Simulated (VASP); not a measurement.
Write the native input for VASP 6.6.1 that does the following.

```yaml
Task: single point
Functional: r2SCAN
Potentials_or_basis: VASP PAW PBE potentials, release 64 (Si, Mo_sv)
Cutoff: 520 eV
k_mesh: 14 × 14 × 14
Occupations: gaussian, width 0.05 eV
Spin: no spin polarisation
Dipole_correction: no
Further_INCAR_settings: ALGO = Normal; EDIFF = 1e-06; NBANDS = 18
```

Crystal: Si2Mo.

```
Si Mo
1.0
    -1.60105    1.60105    3.90840
     1.60105   -1.60105    3.90840
     1.60105    1.60105   -3.90840
Si Mo
2 1
Direct
  0.33528 0.33528 0.00000
  0.66472 0.66472 0.00000
  0.00000 0.00000 0.00000
```

The input as run:

POSCAR

```
Si2Mo
1.0
   -1.6010450808      1.6010450808      3.9083977158
    1.6010450808     -1.6010450808      3.9083977158
    1.6010450808      1.6010450808     -3.9083977158
Si Mo
2 1
Direct
    0.3352810850      0.3352810850      0.0000000000
    0.6647189150      0.6647189150      0.0000000000
    0.0000000000      0.0000000000      0.0000000000
```

INCAR.step1

```
PREC     = Accurate       # precision mode
ENCUT    = 520            # plane-wave cutoff, eV
ISMEAR   = 0              # smearing method
SIGMA    = 0.05           # smearing width, eV
LREAL    = False          # projectors in reciprocal space
LASPH    = True           # aspherical terms in the spheres
NELM     = 60             # most SCF steps
NBANDS   = 18             # bands
GGA      = PE             # functional
ALGO     = Normal         # electronic algorithm
EDIFF    = 1E-4           # SCF threshold, eV
LWAVE    = True           # write WAVECAR
LCHARG   = False          # write CHGCAR
```

INCAR.step2

```
PREC     = Accurate       # precision mode
ENCUT    = 520            # plane-wave cutoff, eV
EDIFF    = 1E-6           # SCF threshold, eV
ISMEAR   = 0              # smearing method
SIGMA    = 0.05           # smearing width, eV
LREAL    = False          # projectors in reciprocal space
LASPH    = True           # aspherical terms in the spheres
NELM     = 60             # most SCF steps
ALGO     = Normal         # electronic algorithm
ISIF     = 2              # what is computed and relaxed
LWAVE    = False          # write WAVECAR
LCHARG   = False          # write CHGCAR
METAGGA  = R2SCAN         # meta-GGA
LMIXTAU  = True         
NBANDS   = 18             # bands
ISTART   = 1
```

KPOINTS

```
regular mesh
0
Gamma
  14 14 14
```

Potentials or basis: VASP PAW PBE potentials, release 64 (Si, Mo_sv).

Launch:

```sh
$ cat potpaw_PBE.64/Si/POTCAR potpaw_PBE.64/Mo_sv/POTCAR > POTCAR
$ cp INCAR.step1 INCAR
$ mpirun -np 1 vasp_std > vasp.out
$ cp INCAR.step2 INCAR
$ mpirun -np 1 vasp_std > vasp.out
```

Results of the run:

The pressure is 0.4 GPa. The largest force is 0.007 eV/Å and the band gap on the k mesh is zero (bands 11 and 12 overlap by 1.03 eV).

Caveat: the PAW data sets were made with another functional, which shifts forces and pressure a little.

Run time: 16 min on 1 thread of Intel Xeon 8259CL (shared host), peak memory 0.33 GiB.
